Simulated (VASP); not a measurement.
# ZnSe (F-43m) in VASP: a series of runs

The runs below take ZnSe through single point, with r2SCAN.

Everything below comes from runs of VASP 6.6.1. Logs are shortened: lines on timing, memory, paths and dates and some standing lists are left out, and cuts for length are marked.

## 1. The cell of the first run

The structure is cubic, space group F-43m (No. 216). The conventional cell has a = 5.501 Å, b = 5.501 Å, c = 5.501 Å, α = 90.00°, β = 90.00°, γ = 90.00°. Zn (site symmetry -43m) has 4 Se at 2.38 Å within 3.1 Å. Se (site symmetry -43m) has 4 Zn at 2.38 Å within 3.1 Å.

## 2. Single point, r2SCAN

POSCAR reads:

```
ZnSe
1.0
    0.0000000000      2.7504234560      2.7504234560
    2.7504234560      0.0000000000      2.7504234560
    2.7504234560      2.7504234560      0.0000000000
Zn Se
1 1
Direct
    0.0000000000      0.0000000000      0.0000000000
    0.7500000000      0.7500000000      0.7500000000
```

INCAR.step1 reads:

```
SYSTEM = ZnSe
ALGO = Normal ; EDIFF = 1E-4
ENCUT = 520 ; GGA = PE
ISMEAR = 0 ; LASPH = .TRUE.
LCHARG = .FALSE. ; LREAL = .FALSE.
LWAVE = .TRUE. ; NBANDS = 16
NELM = 80 ; PREC = Accurate
SIGMA = 0.01
```

INCAR.step2 reads:

```
SYSTEM = ZnSe
ALGO = Normal ; EDIFF = 1E-6
ENCUT = 520 ; ISIF = 2
ISMEAR = 0 ; ISTART = 1
LASPH = .TRUE. ; LCHARG = .TRUE.
LELF = .TRUE. ; LMIXTAU = .TRUE.
LREAL = .FALSE. ; LVHAR = .TRUE.
LWAVE = .FALSE. ; METAGGA = R2SCAN
NBANDS = 16 ; NELM = 80
PREC = Accurate ; SIGMA = 0.01
```

KPOINTS reads:

```
k-points
0
G
  8 8 8
  0 0 0
```

Potentials or basis: VASP PAW PBE potentials, release 64 (Zn, Se).

On the command line:

```console
$ cat potpaw_PBE.64/Zn/POTCAR potpaw_PBE.64/Se/POTCAR > POTCAR
$ cp INCAR.step1 INCAR
$ mpirun -np 1 vasp_std > vasp.out
$ cp INCAR.step2 INCAR
$ mpirun -np 1 vasp_std > vasp.out
```

OUTCAR:

```text
SYSTEM = ZnSe
   EDIFF = 1E-6
   ENCUT = 520
   ISIF = 2
   ISMEAR = 0
   ISTART = 1
   LASPH = .TRUE.
   LREAL = .FALSE.
   METAGGA = R2SCAN
   NELM = 80
   PREC = Accurate

 ion  position               nearest neighbor table
   1  0.000  0.000  0.000-   2 2.38   2 2.38   2 2.38   2 2.38
   2  0.750  0.750  0.750-   1 2.38   1 2.38   1 2.38   1 2.38

  LATTYP: Found a face centered cubic cell.
 ALAT       =     5.5008469120

  Lattice vectors:

 A1 = (   0.0000000000,   2.7504234560,   2.7504234560)
 A2 = (   2.7504234560,   0.0000000000,   2.7504234560)
 A3 = (   2.7504234560,   2.7504234560,   0.0000000000)

Analysis of symmetry for initial positions (statically):
[... 5 lines left out ...]
 face centered cubic supercell.

 Subroutine GETGRP returns: Found 24 space group operations
 (whereof 24 operations were pure point group operations)
 out of a pool of 48 trial point group operations.

The static configuration has the point symmetry T_d .

Analysis of symmetry for dynamics (positions and initial velocities):
[... 5 lines left out ...]
 face centered cubic supercell.

 Subroutine GETGRP returns: Found 24 space group operations
 (whereof 24 operations were pure point group operations)
 out of a pool of 48 trial point group operations.

The dynamic configuration has the point symmetry T_d .

 Subroutine INISYM returns: Found 24 space group operations
 (whereof 24 operations are pure point group operations),
 and found     1 'primitive' translations

----------------------------------------------------------------------------------------

                                     Primitive cell

  volume of cell :      41.6130

  direct lattice vectors                    reciprocal lattice vectors
     0.000000000  2.750423456  2.750423456    -0.181790189  0.181790189  0.181790189
     2.750423456  0.000000000  2.750423456     0.181790189 -0.181790189  0.181790189
     2.750423456  2.750423456  0.000000000     0.181790189  0.181790189 -0.181790189

  length of vectors
     3.889686154  3.889686154  3.889686154     0.314869844  0.314869844  0.314869844

  position of ions in fractional coordinates (direct lattice)
     0.000000000  0.000000000  0.000000000
     0.750000000  0.750000000  0.750000000

  ion indices of the primitive-cell ions
   primitive index   ion index
                 1           1
                 2           2

----------------------------------------------------------------------------------------

 KPOINTS: k-points

Automatic generation of k-mesh.
 Grid dimensions read from file:
 generate k-points for:    8    8    8

 Generating k-lattice:

  Cartesian coordinates                     Fractional coordinates (reciprocal lattice)
    -0.022723774  0.022723774  0.022723774     0.125000000  0.000000000  0.000000000
     0.022723774 -0.022723774  0.022723774     0.000000000  0.125000000  0.000000000
     0.022723774  0.022723774 -0.022723774     0.000000000  0.000000000  0.125000000

  Length of vectors
     0.039358730  0.039358730  0.039358730

  Shift w.r.t. Gamma in fractional coordinates (k-lattice)
     0.000000000  0.000000000  0.000000000

 Subroutine IBZKPT returns following result:
 ===========================================

 Found     29 irreducible k-points:

 Following reciprocal coordinates:
            Coordinates               Weight
  0.000000  0.000000  0.000000      1.000000
  0.125000  0.000000  0.000000      8.000000
  0.250000  0.000000  0.000000      8.000000
  0.375000  0.000000  0.000000      8.000000
  0.500000  0.000000  0.000000      4.000000
  0.125000  0.125000  0.000000      6.000000
[... 16 lines left out ...]
  0.500000  0.250000  0.125000     48.000000
 -0.375000  0.250000  0.125000     24.000000
 [... further k-points ...]
   k-points           NKPTS =     29   k-points in BZ     NKDIM =     29   number of bands    NBANDS=     16
   number of dos      NEDOS =    301   number of ions     NIONS =      2
   total plane-waves  NPLWV =  27000
   dimension x,y,z NGX =    30 NGY =   30 NGZ =   30
   dimension x,y,z NGXF=    60 NGYF=   60 NGZF=   60
   ions per type =               1   1
   NGX,Y,Z   is equivalent  to a cutoff of  12.82, 12.82, 12.82 a.u.
   NGXF,Y,Z  is equivalent  to a cutoff of  25.64, 25.64, 25.64 a.u.
 SYSTEM =  ZnSe
   PREC   = accura    normal or accurate (medium, high low for compatibility)
   ISTART =      1    job   : 0-new  1-cont  2-samecut
   ICHARG =      0    charge: 1-file 2-atom 10-const
   ISPIN  =      1    spin polarized calculation?
   LNONCOLLINEAR =      F non collinear calculations
   LSORBIT =      F    spin-orbit coupling
   LASPH  =      T    aspherical Exc in radial PAW
   ENCUT  =  520.0 eV  38.22 Ry    6.18 a.u.   7.23  7.23  7.23*2*pi/ulx,y,z
   NELM   =     80;   NELMIN=  2; NELMDL=  0     # of ELM steps
   EDIFF  = 0.1E-05   stopping-criterion for ELM
   LREAL  =      F    real-space projection
   EDIFFG = 0.1E-04   stopping-criterion for IOM
[... 102 lines left out ...]
  band No.  band energies     occupation
      1     -11.2578      2.00000
      2      -4.8314      2.00000
      3      -4.8313      2.00000
      4      -4.4221      2.00000
      5      -4.4220      2.00000
      6      -4.2555      2.00000
[... 8 lines left out ...]
     15      16.3051      0.00000
     16      16.3051      0.00000

 k-point     6 :       0.1250    0.1250    0.0000
  band No.  band energies     occupation
      1     -12.0763      2.00000
      2      -4.9633      2.00000
      3      -4.9087      2.00000
      4      -4.9087      2.00000
      5      -4.4596      2.00000
      6      -4.4352      2.00000
[... 8 lines left out ...]
     15      14.5271      0.00000
     16      14.5619      0.00000

 k-point     7 :       0.2500    0.1250    0.0000
  band No.  band energies     occupation
      1     -11.8196      2.00000
      2      -4.9516      2.00000
      3      -4.8611      2.00000
      4      -4.8599      2.00000
      5      -4.4671      2.00000
      6      -4.4271      2.00000
[... 8 lines left out ...]
     15      14.4237      0.00000
     16      15.2496      0.00000

 k-point     8 :       0.3750    0.1250    0.0000
  band No.  band energies     occupation
      1     -11.4610      2.00000
      2      -4.8727      2.00000
      3      -4.8176      2.00000
      4      -4.7545      2.00000
      5      -4.4455      2.00000
      6      -4.4182      2.00000
[... 8 lines left out ...]
     15      14.8230      0.00000
     16      15.3437      0.00000

 k-point     9 :       0.5000    0.1250    0.0000
  band No.  band energies     occupation
      1     -11.2145      2.00000
      2      -4.8330      2.00000
      3      -4.8015      2.00000
      4      -4.4987      2.00000
      5      -4.4193      2.00000
      6      -4.2964      2.00000
[... 8 lines left out ...]
     15      15.8129      0.00000
     16      16.3150      0.00000
[... 172 lines left out ...]
 k-point    19 :       0.5000    0.3750    0.0000
  band No.  band energies     occupation
      1     -10.9765      2.00000
      2      -4.9200      2.00000
      3      -4.6472      2.00000
      4      -4.6236      2.00000
      5      -4.3929      2.00000
      6      -4.2572      2.00000
[... 8 lines left out ...]
     15      16.7884      0.00000
     16      17.8329      0.00000

 k-point    20 :      -0.3750    0.3750    0.0000
  band No.  band energies     occupation
      1     -10.9457      2.00000
      2      -4.8550      2.00000
      3      -4.6735      2.00000
      4      -4.5525      2.00000
      5      -4.4175      2.00000
      6      -4.1161      2.00000
[... 8 lines left out ...]
     15      15.0033      0.00000
     16      19.1216      0.00000

 k-point    21 :       0.5000    0.5000    0.0000
  band No.  band energies     occupation
      1     -10.9200      2.00000
      2      -4.9550      2.00000
      3      -4.6151      2.00000
      4      -4.6151      2.00000
      5      -4.3812      2.00000
      6      -4.2305      2.00000
[... 8 lines left out ...]
     15      16.9777      0.00000
     16      17.6542      0.00000

 k-point    22 :       0.3750    0.2500    0.1250
  band No.  band energies     occupation
      1     -11.5415      2.00000
      2      -4.9165      2.00000
      3      -4.8162      2.00000
      4      -4.7905      2.00000
      5      -4.4658      2.00000
      6      -4.4132      2.00000
[... 8 lines left out ...]
     15      15.4029      0.00000
     16      16.8673      0.00000

 k-point    23 :       0.5000    0.2500    0.1250
  band No.  band energies     occupation
      1     -11.2322      2.00000
      2      -4.8341      2.00000
      3      -4.7841      2.00000
      4      -4.6372      2.00000
      5      -4.4316      2.00000
      6      -4.3816      2.00000
[... 8 lines left out ...]
     15      15.9036      0.00000
     16      16.9283      0.00000

 k-point    24 :      -0.3750    0.2500    0.1250
  band No.  band energies     occupation
      1     -11.0928      2.00000
      2      -4.8181      2.00000
      3      -4.7642      2.00000
      4      -4.4987      2.00000
      5      -4.4388      2.00000
      6      -4.1944      2.00000
[... 8 lines left out ...]
     15      15.8848      0.00000
     16      16.9081      0.00000

 [... further k-points ...]
[... 5 lines left out ...]
  --------------------------------------------------------------------------------------
  -------------------------------------------------------------------------------------
  Total        1.8667884      1.8667884      1.8667884      0.0000000      0.0000000      0.0000000
  in kB       71.8748562     71.8748562     71.8748562      0.0000000      0.0000000      0.0000000
  external PRESSURE =      71.8748562 kB  Pullay stress =       0.0000000 kB

 VOLUME and BASIS-vectors are now :
 -----------------------------------------------------------------------------
  energy-cutoff  :      520.00
  volume of cell :       41.61
      direct lattice vectors                 reciprocal lattice vectors
     0.000000000  2.750423456  2.750423456    -0.181790189  0.181790189  0.181790189
     2.750423456  0.000000000  2.750423456     0.181790189 -0.181790189  0.181790189
     2.750423456  2.750423456  0.000000000     0.181790189  0.181790189 -0.181790189

 POSITION                                       TOTAL-FORCE (eV/Angst)
 -----------------------------------------------------------------------------------
      0.00000      0.00000      0.00000         0.000000      0.000000      0.000000
      4.12564      4.12564      4.12564        -0.000000     -0.000000     -0.000000
 -----------------------------------------------------------------------------------
    total drift:                               -0.000028     -0.000028     -0.000028

  FREE ENERGIE OF THE ION-ELECTRON SYSTEM (eV)
  ---------------------------------------------------
  free  energy   TOTEN  =       -24.8295780668 eV

  energy  without entropy=      -24.8295780668  energy(sigma->0) =      -24.82957807
```

Run time: 85 s. Hardware: 1 thread of Intel Xeon Platinum 8259CL at 2.50GHz (Skylake/Cascade Lake), shared host; peak memory 0.17 GiB.

Results:

* Free energy: -24.8296 eV
* Pressure: 7.2 GPa
* Band gap on the k mesh: 2.27 eV, direct

Caveat: the PAW data sets were made with another functional, which shifts forces and pressure a little. r2SCAN opens gaps a little over a GGA but as a rule still falls short of measured ones.

## 3. Single point, r2SCAN

This run uses another cell than the first one, of 21.52 Å³/atom, 1.034 times its volume.

POSCAR reads:

```
ZnSe
1.0
    0.0000000000      2.7815064817      2.7815064817
    2.7815064817      0.0000000000      2.7815064817
    2.7815064817      2.7815064817      0.0000000000
Zn Se
1 1
Direct
    0.0000000000      0.0000000000      0.0000000000
    0.7500000000      0.7500000000      0.7500000000
```

INCAR.step1 reads:

```
PREC     = Accurate       # precision mode
ENCUT    = 520            # plane-wave cutoff, eV
ISMEAR   = 0              # smearing method
SIGMA    = 0.01           # smearing width, eV
LREAL    = F              # projectors in reciprocal space
LASPH    = T              # aspherical terms in the spheres
NELM     = 100            # most SCF steps
NBANDS   = 16             # bands
GGA      = PE             # functional
ALGO     = Normal         # electronic algorithm
EDIFF    = 1E-4           # SCF threshold, eV
LWAVE    = T              # write WAVECAR
LCHARG   = F              # write CHGCAR
```

INCAR.step2 reads:

```
PREC     = Accurate       # precision mode
ENCUT    = 520            # plane-wave cutoff, eV
EDIFF    = 1E-6           # SCF threshold, eV
ISMEAR   = 0              # smearing method
SIGMA    = 0.01           # smearing width, eV
LREAL    = F              # projectors in reciprocal space
LASPH    = T              # aspherical terms in the spheres
NELM     = 100            # most SCF steps
ALGO     = Normal         # electronic algorithm
ISIF     = 2              # what is computed and relaxed
LWAVE    = F              # write WAVECAR
LCHARG   = F              # write CHGCAR
METAGGA  = R2SCAN         # meta-GGA
LMIXTAU  = T            
NBANDS   = 16             # bands
ISTART   = 1
```

KPOINTS reads:

```
regular mesh
0
Gamma
  8 8 8
```

Potentials or basis: VASP PAW PBE potentials, release 64 (Zn, Se).

On the command line:

```console
$ cat potpaw_PBE.64/Zn/POTCAR potpaw_PBE.64/Se/POTCAR > POTCAR
$ cp INCAR.step1 INCAR
$ mpirun -np 1 vasp_std > vasp.out
$ cp INCAR.step2 INCAR
$ mpirun -np 1 vasp_std > vasp.out
```

Wall time 92 s (1 thread of Intel Xeon Platinum 8259CL at 2.50GHz (Skylake/Cascade Lake), shared host); peak memory 0.18 GiB.

It converged, with:

* Free energy: -24.8793 eV
* Pressure: 4.2 GPa
* Band gap on the k mesh: 2.12 eV, direct

Levels at points of the mesh, in eV from the valence-band top:
```tsv
k point	band 7	band 8	band 9	band 10	band 11	band 12
(0.00, 0.00, 0.00)	0.00	0.00	0.00	2.12	6.29	6.29
(0.50, 0.00, 0.00)	-5.69	-0.97	-0.97	3.16	6.84	6.84
(0.50, 0.50, 0.00)	-5.05	-2.45	-2.45	3.21	3.86	11.97
```

Caveat: the PAW data sets were made with another functional, which shifts forces and pressure a little. r2SCAN opens gaps a little over a GGA but as a rule still falls short of measured ones.

## 4. Single point, r2SCAN

This run uses another cell than the first one, of 22.08 Å³/atom, 1.061 times its volume.

POSCAR reads:

```
ZnSe
1.0
    0.0000000000      2.8055587060      2.8055587060
    2.8055587060      0.0000000000      2.8055587060
    2.8055587060      2.8055587060      0.0000000000
Zn Se
1 1
Direct
    0.0000000000      0.0000000000      0.0000000000
    0.7500000000      0.7500000000      0.7500000000
```

INCAR.step1 reads:

```
SYSTEM = ZnSe
ALGO     = Normal         ! electronic algorithm
EDIFF    = 1E-4           ! SCF threshold, eV
ENCUT    = 520            ! plane-wave cutoff, eV
GGA      = PE             ! functional
ISMEAR   = 0              ! smearing method
LASPH    = .TRUE.         ! aspherical terms in the spheres
LCHARG   = .FALSE.        ! write CHGCAR
LREAL    = .FALSE.        ! projectors in reciprocal space
LWAVE    = .TRUE.         ! write WAVECAR
NBANDS   = 16             ! bands
NELM     = 60             ! most SCF steps
PREC     = Accurate       ! precision mode
SIGMA    = 0.01           ! smearing width, eV
```

INCAR.step2 reads:

```
SYSTEM = ZnSe
ALGO     = Normal         ! electronic algorithm
EDIFF    = 1E-6           ! SCF threshold, eV
ENCUT    = 520            ! plane-wave cutoff, eV
ISIF     = 2              ! what is computed and relaxed
ISMEAR   = 0              ! smearing method
ISTART   = 1            
LASPH    = .TRUE.         ! aspherical terms in the spheres
LCHARG   = .FALSE.        ! write CHGCAR
LMIXTAU  = .TRUE.       
LREAL    = .FALSE.        ! projectors in reciprocal space
LWAVE    = .FALSE.        ! write WAVECAR
METAGGA  = R2SCAN         ! meta-GGA
NBANDS   = 16             ! bands
NELM     = 60             ! most SCF steps
PREC     = Accurate       ! precision mode
SIGMA    = 0.01           ! smearing width, eV
```

KPOINTS reads:

```
k-points
0
G
  8 8 8
  0 0 0
```

On the command line:

```console
$ cat potpaw_PBE.64/Zn/POTCAR potpaw_PBE.64/Se/POTCAR > POTCAR
$ cp INCAR.step1 INCAR
$ mpirun -np 1 vasp_std > vasp.out
$ cp INCAR.step2 INCAR
$ mpirun -np 1 vasp_std > vasp.out
```

Wall time 98 s (1 thread of Intel Xeon Platinum 8259CL at 2.50GHz (Skylake/Cascade Lake), shared host); peak memory 0.18 GiB.

It converged, with:

```yaml
Free_energy: -24.9009 eV
Pressure: 2.1 GPa
Band_gap_on_the_k_mesh: 2.00 eV, direct
```

Levels at points of the mesh, in eV from the valence-band top:
```tsv
k point	band 6	band 7	band 8	band 9	band 10	band 11	band 12	band 13
(0.00, 0.00, 0.00)	-6.37	0.00	0.00	0.00	2.00	6.30	6.30	6.30
(0.50, 0.00, 0.00)	-6.20	-5.51	-0.93	-0.93	3.11	6.86	6.86	9.16
(0.50, 0.50, 0.00)	-6.18	-4.93	-2.35	-2.35	3.27	3.87	11.75	12.29
```

Caveat: the PAW data sets were made with another functional, which shifts forces and pressure a little. r2SCAN opens gaps a little over a GGA but as a rule still falls short of measured ones.

## 5. Overview

```tsv
cell	gap on the mesh (eV)	pressure (GPa)
a = 3.890 Å, angles 60.0°, 2 atoms	2.27	7.2
a = 3.934 Å, angles 60.0°, 2 atoms	2.12	4.2
a = 3.968 Å, angles 60.0°, 2 atoms	2.00	2.1
```

Alike in all rows: task single point; level r2SCAN; potentials or basis VASP PAW PBE potentials, release 64 (Zn, Se); no spin polarisation; k mesh 8 × 8 × 8; cutoff (eV) 520; smearing gaussian 0.01 eV.

Caveats: the PAW data sets were made with another functional, which shifts forces and pressure a little.

Absolute energies hang on the potentials; compare differences alone.
